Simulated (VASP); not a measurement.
# Ca (Fm-3m) in VASP: single point with PBE

Aim: the single point of Ca with PBE.

Program: VASP 6.6.1. These are calculated values, not measurements. Logs are shortened: lines on timing, memory, paths and dates and some standing lists are left out, and cuts for length are marked.

### 1 The cell of the first run

It takes space group Fm-3m (No. 225, cubic). The conventional cell has a = 5.525 Å, b = 5.525 Å, c = 5.525 Å, α = 90.00°, β = 90.00°, γ = 90.00°. Within 5.1 Å of Ca (site symmetry m-3m) lie 12 Ca at 3.91 Å.

### 2 Single point, PBE

Input file INCAR:

```
SYSTEM = Ca
ALGO = Normal
EDIFF = 1E-7
ENCUT = 520
GGA = PE
ISIF = 2
ISMEAR = 0
LASPH = .True.
LCHARG = .False.
LREAL = .False.
LWAVE = .False.
NBANDS = 11
NELM = 100
PREC = Accurate
SIGMA = 0.1
```

Input file KPOINTS:

```
k-points
0
Gamma
  14 14 14
  0 0 0
```

Input file POSCAR:

```
Ca
1.0
    0.0000000000      2.7623960557      2.7623960557
    2.7623960557      0.0000000000      2.7623960557
    2.7623960557      2.7623960557      0.0000000000
Ca
1
Direct
    0.0000000000      0.0000000000      0.0000000000
```

Potentials or basis: VASP PAW PBE potentials, release 64 (Ca_sv).

Launch:

```console
> cat potpaw_PBE.64/Ca_sv/POTCAR > POTCAR
> mpirun -np 1 vasp_std > vasp.out
```

OUTCAR:

```text
SYSTEM = Ca
   EDIFF = 1E-7
   ENCUT = 520
   GGA = PE
   ISIF = 2
   ISMEAR = 0
   LASPH = .True.
   LREAL = .False.
   NELM = 100
   PREC = Accurate

 ion  position               nearest neighbor table
   1  0.000  0.000  0.000-

  LATTYP: Found a face centered cubic cell.
 ALAT       =     5.5247921114

  Lattice vectors:

 A1 = (   0.0000000000,   2.7623960557,   2.7623960557)
 A2 = (   2.7623960557,   0.0000000000,   2.7623960557)
 A3 = (   2.7623960557,   2.7623960557,   0.0000000000)

Analysis of symmetry for initial positions (statically):
=====================================================================
 Subroutine PRICEL returns:
 Original cell was already a primitive cell.

 Routine SETGRP: Setting up the symmetry group for a
 face centered cubic supercell.

 Subroutine GETGRP returns: Found 48 space group operations
 (whereof 48 operations were pure point group operations)
 out of a pool of 48 trial point group operations.

The static configuration has the point symmetry O_h .

Analysis of symmetry for dynamics (positions and initial velocities):
=====================================================================
 Subroutine PRICEL returns:
 Original cell was already a primitive cell.

 Routine SETGRP: Setting up the symmetry group for a
 face centered cubic supercell.

 Subroutine GETGRP returns: Found 48 space group operations
 (whereof 48 operations were pure point group operations)
 out of a pool of 48 trial point group operations.

The dynamic configuration has the point symmetry O_h .

 Subroutine INISYM returns: Found 48 space group operations
 (whereof 48 operations are pure point group operations),
 and found     1 'primitive' translations

----------------------------------------------------------------------------------------

                                     Primitive cell

  volume of cell :      42.1588

  direct lattice vectors                    reciprocal lattice vectors
     0.000000000  2.762396056  2.762396056    -0.181002286  0.181002286  0.181002286
     2.762396056  0.000000000  2.762396056     0.181002286 -0.181002286  0.181002286
     2.762396056  2.762396056  0.000000000     0.181002286  0.181002286 -0.181002286

  length of vectors
     3.906617967  3.906617967  3.906617967     0.313505155  0.313505155  0.313505155

  position of ions in fractional coordinates (direct lattice)
     0.000000000  0.000000000  0.000000000

  ion indices of the primitive-cell ions
   primitive index   ion index
                 1           1

----------------------------------------------------------------------------------------

 KPOINTS: k-points

Automatic generation of k-mesh.
 Grid dimensions read from file:
 generate k-points for:   14   14   14

 Generating k-lattice:

  Cartesian coordinates                     Fractional coordinates (reciprocal lattice)
    -0.012928735  0.012928735  0.012928735     0.071428571  0.000000000  0.000000000
     0.012928735 -0.012928735  0.012928735     0.000000000  0.071428571  0.000000000
     0.012928735  0.012928735 -0.012928735     0.000000000  0.000000000  0.071428571

  Length of vectors
     0.022393225  0.022393225  0.022393225

  Shift w.r.t. Gamma in fractional coordinates (k-lattice)
     0.000000000  0.000000000  0.000000000

 Subroutine IBZKPT returns following result:
 ===========================================

 Found    104 irreducible k-points:

 Following reciprocal coordinates:
            Coordinates               Weight
  0.000000  0.000000  0.000000      1.000000
  0.071429  0.000000  0.000000      8.000000
  0.142857  0.000000  0.000000      8.000000
  0.214286  0.000000  0.000000      8.000000
  0.285714  0.000000  0.000000      8.000000
  0.357143  0.000000  0.000000      8.000000
[... 16 lines left out ...]
  0.214286  0.142857  0.000000     24.000000
  0.285714  0.142857  0.000000     24.000000
 [... further k-points ...]
   k-points           NKPTS =    104   k-points in BZ     NKDIM =    104   number of bands    NBANDS=     11
   number of dos      NEDOS =    301   number of ions     NIONS =      1
   total plane-waves  NPLWV =  27000
   dimension x,y,z NGX =    30 NGY =   30 NGZ =   30
   dimension x,y,z NGXF=    60 NGYF=   60 NGZF=   60
   ions per type =               1
   NGX,Y,Z   is equivalent  to a cutoff of  12.77, 12.77, 12.77 a.u.
   NGXF,Y,Z  is equivalent  to a cutoff of  25.53, 25.53, 25.53 a.u.
 SYSTEM =  Ca
   PREC   = accura    normal or accurate (medium, high low for compatibility)
   ISTART =      0    job   : 0-new  1-cont  2-samecut
   ICHARG =      2    charge: 1-file 2-atom 10-const
   ISPIN  =      1    spin polarized calculation?
   LNONCOLLINEAR =      F non collinear calculations
   LSORBIT =      F    spin-orbit coupling
   LASPH  =      T    aspherical Exc in radial PAW
   ENCUT  =  520.0 eV  38.22 Ry    6.18 a.u.   7.26  7.26  7.26*2*pi/ulx,y,z
   NELM   =    100;   NELMIN=  2; NELMDL= -5     # of ELM steps
   EDIFF  = 0.1E-06   stopping-criterion for ELM
   LREAL  =      F    real-space projection
   EDIFFG = 0.1E-05   stopping-criterion for IOM
   NSW    =      0    number of steps for IOM
   IBRION =     -1    ionic relax: 0-MD 1-quasi-New 2-CG
   NFREE  =      0    steps in history (QN), initial steepest desc. (CG)
   ISIF   =      2    stress and relaxation
   ISYM   =      2    0-nonsym 1-usesym 2-fastsym
   POTIM  = 0.5000    time-step for ionic-motion
   TEBEG  =    0.0;   TEEND  =   0.0 temperature during run
   PSTRESS=    0.0 pullay stress
   NELECT =      10.0000    total number of electrons
   NUPDOWN=      -1.0000    fix difference up-down
   EMIN   =  10.00;   EMAX   =-10.00  energy-range for DOS
   EFERMI =   0.00;   METHOD = LEGACY
   ISMEAR =     0;   SIGMA  =   0.10  broadening in eV -4-tet -1-fermi 0-gaus
   EFERMI_NEDOS =   21; number of points for ismear=-14 and -15
   IALGO  =     38    algorithm
   IMIX   =      4    mixing-type and parameters
     AMIX     =   0.40;   BMIX     =  1.00
     AMIX_MAG =   1.60;   BMIX_MAG =  1.00
  volume/ion in A,a.u.               =      42.16       284.50
  Fermi-wavevector in a.u.,A,eV,Ry     =   1.013395  1.915039 13.972776  1.026970
  Thomas-Fermi vector in A             =   2.146562
   LORBIT       =      0    0 simple, 1 ext, 2 COOP (PROOUT), +10 PAW based schemes
   GGA     = PE    functional components
   LHFCALC =     F    Hartree Fock is set to
   AEXX    =    0.0000 exact exchange contribution
   IVDW    =     0    specifies the selected vdW correction
   LEPSILON=     F    determine dielectric tensor
   LRPA    =     F    only Hartree local field effects (RPA)
 non-spin polarized calculation
 Gauss-broadening in eV      SIGMA  =   0.10
  energy-cutoff  :      520.00
  volume of cell :       42.16
 maximum number of plane-waves:      1158
 NGX is ok and might be reduce to    30
   NGX = 15   NGY = 15   NGZ = 15

 number of electron      10.0000001 magnetization

 Free energy of the ion-electron system (eV)
  ---------------------------------------------------
  ext. energy  EPLUGINS =         0.00000000
  ---------------------------------------------------
  free energy    TOTEN  =        -1.93326492 eV

  energy without entropy =       -1.92625101  energy(sigma->0) =       -1.92975797

 E-fermi :   1.9567     XC(G=0):  -7.7389

 val. band max:        1.9428728310   @ k =  -0.4286   0.2143   0.0714
 cond. band min:       1.9862365856   @ k =  -0.3571   0.3571   0.0000
 fundamental gap:      0.0433637545
 Fermi energy:         1.9566552112

 k-point     1 :       0.0000    0.0000    0.0000
  band No.  band energies     occupation
      1     -40.0528      2.00000
      2     -20.9696      2.00000
      3     -20.9696      2.00000
      4     -20.9696      2.00000
      5      -2.0638      2.00000
      6       4.3015      0.00000
      7       4.3015      0.00000
      8       4.3015      0.00000
      9       5.3724      0.00000
     10       5.3724      0.00000
     11      11.0862      0.00000

 k-point     2 :       0.0714    0.0000    0.0000
  band No.  band energies     occupation
      1     -40.0522      2.00000
      2     -20.9766      2.00000
      3     -20.9706      2.00000
      4     -20.9706      2.00000
      5      -1.9763      2.00000
      6       4.2065      0.00000
      7       4.3353      0.00000
      8       4.3353      0.00000
      9       5.3427      0.00000
     10       5.3427      0.00000
     11      11.1936      0.00000

 k-point     3 :       0.1429    0.0000    0.0000
  band No.  band energies     occupation
      1     -40.0503      2.00000
      2     -20.9961      2.00000
      3     -20.9733      2.00000
      4     -20.9733      2.00000
      5      -1.7182      2.00000
      6       3.9496      0.00000
      7       4.4120      0.00000
      8       4.4120      0.00000
      9       5.2892      0.00000
     10       5.2892      0.00000
     11      11.0254      0.00000

 k-point     4 :       0.2143    0.0000    0.0000
  band No.  band energies     occupation
      1     -40.0475      2.00000
      2     -21.0241      2.00000
      3     -20.9771      2.00000
      4     -20.9771      2.00000
      5      -1.3028      2.00000
      6       3.5876      0.00000
      7       4.4529      0.00000
      8       4.4529      0.00000
      9       5.3131      0.00000
     10       5.3131      0.00000
     11       9.9106      0.00000
[... 239 lines left out ...]
 k-point    22 :       0.1429    0.1429    0.0000
  band No.  band energies     occupation
      1     -40.0494      2.00000
      2     -20.9953      2.00000
      3     -20.9792      2.00000
      4     -20.9792      2.00000
      5      -1.6044      2.00000
      6       3.8686      0.00000
      7       4.4878      0.00000
      8       4.4878      0.00000
      9       4.9258      0.00000
     10       5.4907      0.00000
     11      11.6190      0.00000

 k-point    23 :       0.2143    0.1429    0.0000
  band No.  band energies     occupation
      1     -40.0474      2.00000
      2     -21.0135      2.00000
      3     -20.9840      2.00000
      4     -20.9829      2.00000
      5      -1.2999      2.00000
      6       3.6381      0.00000
      7       4.4958      0.00000
      8       4.5798      0.00000
      9       4.8297      0.00000
     10       5.5515      0.00000
     11      10.8825      0.00000

 k-point    24 :       0.2857    0.1429    0.0000
  band No.  band energies     occupation
      1     -40.0447      2.00000
      2     -21.0386      2.00000
      3     -20.9888      2.00000
      4     -20.9873      2.00000
      5      -0.8485      2.00000
      6       3.3392      0.00000
      7       4.2697      0.00000
      8       4.6144      0.00000
      9       5.0479      0.00000
     10       5.6727      0.00000
     11       9.6821      0.00000

 [... further k-points ...]

------------------------ aborting loop because EDIFF is reached ----------------------------------------

  FORCE on cell =-STRESS in cart. coord.  units (eV):
  Direction    XX          YY          ZZ          XY          YZ          ZX
  --------------------------------------------------------------------------------------
  -------------------------------------------------------------------------------------
  Total        0.0062841      0.0062841      0.0062841      0.0000000      0.0000000     -0.0000000
  in kB        0.2388187      0.2388187      0.2388187      0.0000000      0.0000000     -0.0000000
  external PRESSURE =       0.2388187 kB  Pullay stress =       0.0000000 kB

 VOLUME and BASIS-vectors are now :
 -----------------------------------------------------------------------------
  energy-cutoff  :      520.00
  volume of cell :       42.16
      direct lattice vectors                 reciprocal lattice vectors
     0.000000000  2.762396056  2.762396056    -0.181002286  0.181002286  0.181002286
     2.762396056  0.000000000  2.762396056     0.181002286 -0.181002286  0.181002286
     2.762396056  2.762396056  0.000000000     0.181002286  0.181002286 -0.181002286

 POSITION                                       TOTAL-FORCE (eV/Angst)
 -----------------------------------------------------------------------------------
      0.00000      0.00000      0.00000         0.000000     -0.000000      0.000000
 -----------------------------------------------------------------------------------
    total drift:                               -0.000000     -0.000000     -0.000000

  FREE ENERGIE OF THE ION-ELECTRON SYSTEM (eV)
  ---------------------------------------------------
  free  energy   TOTEN  =        -1.9332649197 eV

  energy  without entropy=       -1.9262510134  energy(sigma->0) =       -1.92975797
```

Run time: 39 s. Hardware: 1 thread of Oxide Virtual Turin-like, shared host; peak memory 0.16 GiB.

What came out:

```yaml
Free_energy: -1.9333 eV
Pressure: 0.0 GPa
Band_gap_on_the_k_mesh: zero (band 5 reaches 2.11 eV, above the bottom of band 6 at 1.80 eV)
```
